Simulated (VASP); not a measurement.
# Cr (Im-3m) in VASP: further runs

Cr is run at these levels: PBE; tasks: single point.

All numbers are computed with VASP 6.6.1; they aren't measurements. Logs are shortened: lines on timing, memory, paths and dates and some standing lists are left out, and cuts for length are marked.

## Step 1: The cell of the first run

It takes space group Im-3m (No. 229, cubic). The conventional cell has a = 2.763 Å, b = 2.763 Å, c = 2.763 Å, α = 90.00°, β = 90.00°, γ = 90.00°. Cr (site symmetry m-3m) has 14 Cr at 2.39 to 2.76 Å within 3.2 Å.

## Step 2: Single point, PBE, collinear spin, ferromagnetic start (volume scaled by 0.913, to set the pressure)

The input, INCAR:

```
SYSTEM = Cr
  ALGO = Normal
  EDIFF = 1E-6
  ENCUT = 520
  GGA = PE
  ISIF = 2
  ISMEAR = -1
  ISPIN = 2
  LASPH = .True.
  LCHARG = .False.
  LMAXMIX = 4
  LORBIT = 11
  LREAL = .False.
  LWAVE = .False.
  MAGMOM = 2
  NBANDS = 16
  NELM = 150
  PREC = Accurate
  SIGMA = 0.05
```

The input, KPOINTS:

```
k-points
0
Gamma
  19 19 19
  0 0 0
```

The input, POSCAR:

```
Cr
1.0
   -1.3815732553      1.3815732553      1.3815732553
    1.3815732553     -1.3815732553      1.3815732553
    1.3815732553      1.3815732553     -1.3815732553
Cr
1
Direct
    0.0000000000      0.0000000000      0.0000000000
```

Potentials or basis: VASP PAW PBE potentials, release 64 (Cr_pv).

Launch:

```sh
> cat potpaw_PBE.64/Cr_pv/POTCAR > POTCAR
> mpirun -np 1 vasp_std > vasp.out
```

OUTCAR:

```text
SYSTEM = Cr
   EDIFF = 1E-6
   ENCUT = 520
   GGA = PE
   ISIF = 2
   ISMEAR = -1
   ISPIN = 2
   LASPH = .True.
   LORBIT = 11
   LREAL = .False.
   NELM = 150
   PREC = Accurate

 ion  position               nearest neighbor table
   1  0.000  0.000  0.000-

  LATTYP: Found a body centered cubic cell.
 ALAT       =     2.7631465106

  Lattice vectors:

 A1 = (  -1.3815732553,   1.3815732553,   1.3815732553)
 A2 = (   1.3815732553,  -1.3815732553,   1.3815732553)
 A3 = (   1.3815732553,   1.3815732553,  -1.3815732553)

Analysis of symmetry for initial positions (statically):
=====================================================================
 Subroutine PRICEL returns:
 Original cell was already a primitive cell.

 Routine SETGRP: Setting up the symmetry group for a
 body centered cubic supercell.

 Subroutine GETGRP returns: Found 48 space group operations
[... 9 lines left out ...]

 Routine SETGRP: Setting up the symmetry group for a
 body centered cubic supercell.

 Subroutine GETGRP returns: Found 48 space group operations
 (whereof 48 operations were pure point group operations)
 out of a pool of 48 trial point group operations.

The dynamic configuration has the point symmetry O_h .

Analysis of structural, dynamic, and magnetic symmetry:
=====================================================================
 Subroutine PRICEL returns:
 Original cell was already a primitive cell.

 Routine SETGRP: Setting up the symmetry group for a
 body centered cubic supercell.

 Subroutine GETGRP returns: Found 48 space group operations
 (whereof 48 operations were pure point group operations)
 out of a pool of 48 trial point group operations.

The overall configuration has the point symmetry O_h .

 Subroutine INISYM returns: Found 48 space group operations
[... 5 lines left out ...]
                                     Primitive cell

  volume of cell :      10.5483

  direct lattice vectors                    reciprocal lattice vectors
    -1.381573255  1.381573255  1.381573255     0.000000000  0.361906253  0.361906253
     1.381573255 -1.381573255  1.381573255     0.361906253  0.000000000  0.361906253
     1.381573255  1.381573255 -1.381573255     0.361906253  0.361906253  0.000000000

  length of vectors
     2.392955073  2.392955073  2.392955073     0.511812731  0.511812731  0.511812731

  position of ions in fractional coordinates (direct lattice)
     0.000000000  0.000000000  0.000000000

  ion indices of the primitive-cell ions
   primitive index   ion index
                 1           1
[... 79 lines left out ...]
   ISYM   =      2    0-nonsym 1-usesym 2-fastsym
   POTIM  = 0.5000    time-step for ionic-motion
   TEBEG  =    0.0;   TEEND  =   0.0 temperature during run
   PSTRESS=    0.0 pullay stress
   NELECT =      12.0000    total number of electrons
   NUPDOWN=      -1.0000    fix difference up-down
   EMIN   =  10.00;   EMAX   =-10.00  energy-range for DOS
   EFERMI =   0.00;   METHOD = LEGACY
   ISMEAR =    -1;   SIGMA  =   0.05  broadening in eV -4-tet -1-fermi 0-gaus
   EFERMI_NEDOS =   21; number of points for ismear=-14 and -15
   IALGO  =     38    algorithm
   IMIX   =      4    mixing-type and parameters
     AMIX     =   0.40;   BMIX     =  1.00
     AMIX_MAG =   1.60;   BMIX_MAG =  1.00
  volume/ion in A,a.u.               =      10.55        71.18
  Fermi-wavevector in a.u.,A,eV,Ry     =   1.708997  3.229536 39.738144  2.920671
  Thomas-Fermi vector in A             =   2.787562
   LORBIT       =     11    0 simple, 1 ext, 2 COOP (PROOUT), +10 PAW based schemes
   GGA     = PE    functional components
   LHFCALC =     F    Hartree Fock is set to
   AEXX    =    0.0000 exact exchange contribution
   IVDW    =     0    specifies the selected vdW correction
   LEPSILON=     F    determine dielectric tensor
   LRPA    =     F    only Hartree local field effects (RPA)
 spin polarized calculation
  energy-cutoff  :      520.00
  volume of cell :       10.55
 maximum number of plane-waves:       321
 NGX is ok and might be reduce to    18
   NGX =  9   NGY =  9   NGZ =  9

 number of electron      12.0000004 magnetization      -0.0001032

 number of electron      12.0000004 magnetization       0.0000031

 Free energy of the ion-electron system (eV)
  ---------------------------------------------------
  ext. energy  EPLUGINS =         0.00000000
  ---------------------------------------------------
  free energy    TOTEN  =        -9.43861408 eV

  energy without entropy =       -9.43338939  energy(sigma->0) =       -9.43600173

 E-fermi :  12.3110     XC(G=0): -14.2104

 val. band max:       12.3051113090   @ k =   0.4211   0.1053  -0.0000
 cond. band min:      12.3150745938   @ k =  -0.3158   0.3158   0.2632
 fundamental gap:      0.0099632847
 Fermi energy:        12.3109794715

 spin component 1

 k-point     1 :       0.0000    0.0000    0.0000
  band No.  band energies     occupation
      1     -30.2754      1.00000
      2     -30.2754      1.00000
      3     -30.2754      1.00000
      4       4.1553      1.00000
      5      11.2824      1.00000
      6      11.2824      1.00000
[... 435 lines left out ...]
      5       9.8103      1.00000
      6      11.3283      1.00000
[... 8 lines left out ...]
     15      44.1199      0.00000
     16      45.6516      0.00000

 [... further k-points ...]

 spin component 2

 k-point     1 :       0.0000    0.0000    0.0000
  band No.  band energies     occupation
      1     -30.2754      1.00000
      2     -30.2754      1.00000
      3     -30.2754      1.00000
      4       4.1553      1.00000
      5      11.2824      1.00000
      6      11.2824      1.00000
[... 435 lines left out ...]
      5       9.8103      1.00000
      6      11.3283      1.00000
[... 8 lines left out ...]
     15      44.1199      0.00000
     16      45.6516      0.00000

 [... further k-points ...]
[... 5 lines left out ...]
  --------------------------------------------------------------------------------------
  -------------------------------------------------------------------------------------
  Total        1.8414313      1.8414313      1.8414313      0.0000000     -0.0000000      0.0000000
  in kB      279.6947723    279.6947723    279.6947723      0.0000000     -0.0000000      0.0000000
  external PRESSURE =     279.6947723 kB  Pullay stress =       0.0000000 kB

 VOLUME and BASIS-vectors are now :
 -----------------------------------------------------------------------------
  energy-cutoff  :      520.00
  volume of cell :       10.55
      direct lattice vectors                 reciprocal lattice vectors
    -1.381573255  1.381573255  1.381573255     0.000000000  0.361906253  0.361906253
     1.381573255 -1.381573255  1.381573255     0.361906253  0.000000000  0.361906253
     1.381573255  1.381573255 -1.381573255     0.361906253  0.361906253  0.000000000

 POSITION                                       TOTAL-FORCE (eV/Angst)
 -----------------------------------------------------------------------------------
      0.00000      0.00000      0.00000         0.000000     -0.000000      0.000000
 -----------------------------------------------------------------------------------
    total drift:                                0.000000      0.000000      0.000000

  FREE ENERGIE OF THE ION-ELECTRON SYSTEM (eV)
  ---------------------------------------------------
  free  energy   TOTEN  =        -9.4386140797 eV

  energy  without entropy=       -9.4333893897  energy(sigma->0) =       -9.43600173

 total charge

# of ion       s       p       d       tot
------------------------------------------
    1        0.477   6.469   4.329  11.275

 magnetization (x)

# of ion       s       p       d       tot
------------------------------------------
    1       -0.000  -0.000   0.000   0.000
```

OSZICAR:

```text
N       E                     dE             d eps       ncg     rms          rms(c)
DAV:   1     0.775589179755E+02    0.77559E+02   -0.63448E+03 14584   0.916E+02
DAV:   2    -0.883820556333E+01   -0.86397E+02   -0.82041E+02 15256   0.246E+02
DAV:   3    -0.102377932988E+02   -0.13996E+01   -0.13974E+01 16032   0.345E+01
DAV:   4    -0.102418930081E+02   -0.40997E-02   -0.40997E-02 16312   0.185E+00
DAV:   5    -0.102419176348E+02   -0.24627E-04   -0.24625E-04 16040   0.128E-01    0.175E+01
DAV:   6    -0.942555118250E+01    0.81637E+00   -0.16912E+00 14480   0.243E+01    0.348E+00
DAV:   7    -0.944385265874E+01   -0.18301E-01   -0.66547E-02 14984   0.220E+00    0.198E+00
DAV:   8    -0.944269710010E+01    0.11556E-02   -0.45575E-03 15344   0.680E-01    0.818E-01
DAV:   9    -0.943850700419E+01    0.41901E-02   -0.11138E-03 15864   0.373E-01    0.253E-01
DAV:  10    -0.943861067816E+01   -0.10367E-03   -0.30137E-04 15672   0.160E-01    0.593E-02
DAV:  11    -0.943861910446E+01   -0.84263E-05   -0.64174E-06 16408   0.286E-02    0.232E-02
DAV:  12    -0.943861580837E+01    0.32961E-05   -0.81427E-07 12200   0.699E-03    0.745E-03
DAV:  13    -0.943861415846E+01    0.16499E-05   -0.27653E-07  7408   0.501E-03    0.166E-03
DAV:  14    -0.943861407967E+01    0.78788E-07   -0.33937E-08  7344   0.212E-03
   1 F= -.94386141E+01 E0= -.94360017E+01  d E =-.522469E-02  mag=    -0.0000
```

stdout:

```text
POSCAR found type information on POSCAR Cr
 POSCAR found :  1 types and       1 ions
 scaLAPACK will be used
 LDA part: xc-table for (Slater+PW92), standard interpolation
 POSCAR, INCAR and KPOINTS ok, starting setup
 FFT: planning ... GRIDC
 FFT: planning ... GRID_SOFT
 FFT: planning ... GRID
 WAVECAR not read
 entering main loop
```

It took 26 s on 1 thread of Intel Xeon 6975P-C (Granite Rapids), shared host; peak memory 0.17 GiB.

Results:

```yaml
Free_energy: -9.4386 eV
Pressure: 28.0 GPa
Band_gap_on_the_k_mesh: zero (filled and empty bands overlap)
Net_moment: 0.00 μB per cell
Valence_electrons_inside_the_program's_atomic_spheres: Cr 11.28
```

Caveat: the cell differs from its parent crystal (volume scaled by 0.913, to set the pressure); the starting moments collapsed, and a magnetic state may lie lower.

## Step 3: Single point, PBE, collinear spin, ferromagnetic start

The input, INCAR:

```
SYSTEM = Cr
  ALGO = Normal
  EDIFF = 1E-6
  ENCUT = 520
  GGA = PE
  ISIF = 2
  ISMEAR = -1
  ISPIN = 2
  LASPH = .TRUE.
  LCHARG = .FALSE.
  LMAXMIX = 4
  LORBIT = 11
  LREAL = .FALSE.
  LWAVE = .FALSE.
  MAGMOM = 2
  NBANDS = 16
  NELM = 150
  PREC = Accurate
  SIGMA = 0.05
```

The input, KPOINTS:

```
k-points
0
G
  19 19 19
  0 0 0
```

The input, POSCAR:

```
Cr
1.0
   -1.3809903575      1.3809903575      1.3809903575
    1.3809903575     -1.3809903575      1.3809903575
    1.3809903575      1.3809903575     -1.3809903575
Cr
1
Direct
    0.0000000000      0.0000000000      0.0000000000
```

Potentials or basis: VASP PAW PBE potentials, release 64 (Cr_pv).

Launch:

```sh
> cat potpaw_PBE.64/Cr_pv/POTCAR > POTCAR
> mpirun -np 1 vasp_std > vasp.out
```

It took 26 s on 1 thread of Intel Xeon 6975P-C (Granite Rapids), shared host; peak memory 0.17 GiB.

Results (log left out):

* Free energy: -9.4363 eV
* Pressure: 28.4 GPa
* Band gap on the k mesh: zero (filled and empty bands overlap)
* Net moment: 0.00 μB per cell
* Valence electrons inside the program's atomic spheres: Cr 11.28

Levels at points of the mesh, in eV from the Fermi level:
Spin up:
```tsv
k point	band 4	band 5	band 6	band 7	band 8	band 9
(0.00, 0.00, 0.00)	-8.16	-1.03	-1.03	-1.03	1.28	1.28
```
Spin down:
```csv
k point,band 4,band 5,band 6,band 7,band 8,band 9
"(0.00, 0.00, 0.00)",-8.16,-1.03,-1.03,-1.03,1.28,1.28
```

Caveat: the starting moments collapsed, and a magnetic state may lie lower.

## Step 4: Single point, PBE, collinear spin, ferromagnetic start

The input, INCAR:

```
  PREC = Accurate
  ENCUT = 520
  EDIFF = 1E-6
  ISMEAR = -1
  SIGMA = 0.05
  LREAL = F
  LASPH = T
  NELM = 150
  ALGO = Normal
  ISIF = 2
  LWAVE = F
  LCHARG = T
  ISPIN = 2
  MAGMOM = 2
  LORBIT = 11
  LMAXMIX = 4
  GGA = PE
  LELF = T
  LVHAR = T
  NBANDS = 16
```

The input, KPOINTS:

```
regular mesh
0
Gamma
  19 19 19
```

The input, POSCAR:

```
Cr
1.0
   -1.3808632268      1.3808632268      1.3808632268
    1.3808632268     -1.3808632268      1.3808632268
    1.3808632268      1.3808632268     -1.3808632268
Cr
1
Direct
    0.0000000000      0.0000000000      0.0000000000
```

Potentials or basis: VASP PAW PBE potentials, release 64 (Cr_pv).

Launch:

```sh
> cat potpaw_PBE.64/Cr_pv/POTCAR > POTCAR
> mpirun -np 1 vasp_std > vasp.out
```

OUTCAR:

```text
PREC = Accurate
   ENCUT = 520
   EDIFF = 1E-6
   ISMEAR = -1
   LREAL = F
   LASPH = T
   NELM = 150
   ISIF = 2
   ISPIN = 2
   LORBIT = 11
   GGA = PE

 ion  position               nearest neighbor table
   1  0.000  0.000  0.000-

  LATTYP: Found a body centered cubic cell.
 ALAT       =     2.7617264536

  Lattice vectors:

 A1 = (  -1.3808632268,   1.3808632268,   1.3808632268)
 A2 = (   1.3808632268,  -1.3808632268,   1.3808632268)
 A3 = (   1.3808632268,   1.3808632268,  -1.3808632268)

Analysis of symmetry for initial positions (statically):
=====================================================================
 Subroutine PRICEL returns:
 Original cell was already a primitive cell.

 Routine SETGRP: Setting up the symmetry group for a
 body centered cubic supercell.

 Subroutine GETGRP returns: Found 48 space group operations
[... 9 lines left out ...]

 Routine SETGRP: Setting up the symmetry group for a
 body centered cubic supercell.

 Subroutine GETGRP returns: Found 48 space group operations
 (whereof 48 operations were pure point group operations)
 out of a pool of 48 trial point group operations.

The dynamic configuration has the point symmetry O_h .

Analysis of structural, dynamic, and magnetic symmetry:
=====================================================================
 Subroutine PRICEL returns:
 Original cell was already a primitive cell.

 Routine SETGRP: Setting up the symmetry group for a
 body centered cubic supercell.

 Subroutine GETGRP returns: Found 48 space group operations
 (whereof 48 operations were pure point group operations)
 out of a pool of 48 trial point group operations.

The overall configuration has the point symmetry O_h .

 Subroutine INISYM returns: Found 48 space group operations
[... 5 lines left out ...]
                                     Primitive cell

  volume of cell :      10.5320

  direct lattice vectors                    reciprocal lattice vectors
    -1.380863227  1.380863227  1.380863227     0.000000000  0.362092342  0.362092342
     1.380863227 -1.380863227  1.380863227     0.362092342  0.000000000  0.362092342
     1.380863227  1.380863227 -1.380863227     0.362092342  0.362092342  0.000000000

  length of vectors
     2.391725267  2.391725267  2.391725267     0.512075901  0.512075901  0.512075901

[... 112 lines left out ...]
 maximum number of plane-waves:       321
 NGX is ok and might be reduce to    18
   NGX =  9   NGY =  9   NGZ =  9

 number of electron      12.0000003 magnetization      -0.0001029

 number of electron      12.0000003 magnetization       0.0000031

 Free energy of the ion-electron system (eV)
  ---------------------------------------------------
  ext. energy  EPLUGINS =         0.00000000
  ---------------------------------------------------
  free energy    TOTEN  =        -9.43573991 eV

  energy without entropy =       -9.43051720  energy(sigma->0) =       -9.43312855

 E-fermi :  12.3354     XC(G=0): -14.2196

 val. band max:       12.3308650899   @ k =   0.4211   0.1053   0.0000
 cond. band min:      12.3390463038   @ k =  -0.3158   0.3158   0.2632
 fundamental gap:      0.0081812139
 Fermi energy:        12.3353811168

 spin component 1

 k-point     1 :       0.0000    0.0000    0.0000
  band No.  band energies     occupation
      1     -30.2489      1.00000
      2     -30.2489      1.00000
      3     -30.2489      1.00000
      4       4.1743      1.00000
      5      11.3041      1.00000
      6      11.3041      1.00000
[... 435 lines left out ...]
      5       9.8289      1.00000
      6      11.3525      1.00000
[... 8 lines left out ...]
     15      44.1738      0.00000
     16      45.7108      0.00000

 [... further k-points ...]

 spin component 2

 k-point     1 :       0.0000    0.0000    0.0000
  band No.  band energies     occupation
      1     -30.2489      1.00000
      2     -30.2489      1.00000
      3     -30.2489      1.00000
      4       4.1743      1.00000
      5      11.3041      1.00000
      6      11.3041      1.00000
[... 435 lines left out ...]
      5       9.8289      1.00000
      6      11.3525      1.00000
[... 8 lines left out ...]
     15      44.1738      0.00000
     16      45.7108      0.00000

 [... further k-points ...]
[... 5 lines left out ...]
  --------------------------------------------------------------------------------------
  -------------------------------------------------------------------------------------
  Total        1.8763980      1.8763980      1.8763980     -0.0000000      0.0000000      0.0000000
  in kB      285.4457315    285.4457315    285.4457315     -0.0000000      0.0000000      0.0000000
  external PRESSURE =     285.4457315 kB  Pullay stress =       0.0000000 kB

 VOLUME and BASIS-vectors are now :
 -----------------------------------------------------------------------------
  energy-cutoff  :      520.00
  volume of cell :       10.53
      direct lattice vectors                 reciprocal lattice vectors
    -1.380863227  1.380863227  1.380863227     0.000000000  0.362092342  0.362092342
     1.380863227 -1.380863227  1.380863227     0.362092342  0.000000000  0.362092342
     1.380863227  1.380863227 -1.380863227     0.362092342  0.362092342  0.000000000

 POSITION                                       TOTAL-FORCE (eV/Angst)
 -----------------------------------------------------------------------------------
      0.00000      0.00000      0.00000         0.000000     -0.000000      0.000000
 -----------------------------------------------------------------------------------
    total drift:                                0.000000      0.000000      0.000000

  FREE ENERGIE OF THE ION-ELECTRON SYSTEM (eV)
  ---------------------------------------------------
  free  energy   TOTEN  =        -9.4357399059 eV

  energy  without entropy=       -9.4305171991  energy(sigma->0) =       -9.43312855

 total charge

# of ion       s       p       d       tot
------------------------------------------
    1        0.477   6.470   4.332  11.279

 magnetization (x)

# of ion       s       p       d       tot
------------------------------------------
    1       -0.000  -0.000   0.000   0.000
```

OSZICAR:

```text
N       E                     dE             d eps       ncg     rms          rms(c)
DAV:   1     0.783088008058E+02    0.78309E+02   -0.62887E+03 14520   0.912E+02
DAV:   2    -0.884138936471E+01   -0.87150E+02   -0.82777E+02 15240   0.248E+02
DAV:   3    -0.102317314006E+02   -0.13903E+01   -0.13879E+01 16040   0.344E+01
DAV:   4    -0.102358115135E+02   -0.40801E-02   -0.40801E-02 16392   0.185E+00
DAV:   5    -0.102358362595E+02   -0.24746E-04   -0.24747E-04 16176   0.129E-01    0.175E+01
DAV:   6    -0.942281737487E+01    0.81302E+00   -0.16843E+00 14480   0.243E+01    0.349E+00
DAV:   7    -0.944096296283E+01   -0.18146E-01   -0.66248E-02 15008   0.220E+00    0.198E+00
DAV:   8    -0.943983320063E+01    0.11298E-02   -0.45701E-03 15360   0.680E-01    0.816E-01
DAV:   9    -0.943563636330E+01    0.41968E-02   -0.11113E-03 15832   0.372E-01    0.254E-01
DAV:  10    -0.943573645060E+01   -0.10009E-03   -0.30153E-04 15704   0.160E-01    0.594E-02
DAV:  11    -0.943574493308E+01   -0.84825E-05   -0.64313E-06 16368   0.287E-02    0.232E-02
DAV:  12    -0.943574165028E+01    0.32828E-05   -0.81344E-07 12192   0.698E-03    0.748E-03
DAV:  13    -0.943573998512E+01    0.16652E-05   -0.27655E-07  7448   0.501E-03    0.167E-03
DAV:  14    -0.943573990593E+01    0.79187E-07   -0.33943E-08  7208   0.212E-03
   1 F= -.94357399E+01 E0= -.94331286E+01  d E =-.522271E-02  mag=    -0.0000
```

stdout:

```text
POSCAR found type information on POSCAR Cr
 POSCAR found :  1 types and       1 ions
 scaLAPACK will be used
 LDA part: xc-table for (Slater+PW92), standard interpolation
 POSCAR, INCAR and KPOINTS ok, starting setup
 FFT: planning ... GRIDC
 FFT: planning ... GRID_SOFT
 FFT: planning ... GRID
 WAVECAR not read
 entering main loop
```

Wall time 28 s (1 thread of Intel Xeon 6975P-C (Granite Rapids), shared host); peak memory 0.17 GiB.

What came out:

- Free energy: -9.4357 eV
- Pressure: 28.5 GPa
- Band gap on the k mesh: zero (filled and empty bands overlap)
- Net moment: 0.00 μB per cell
- Valence electrons inside the program's atomic spheres: Cr 11.28

Caveat: the starting moments collapsed, and a magnetic state may lie lower.
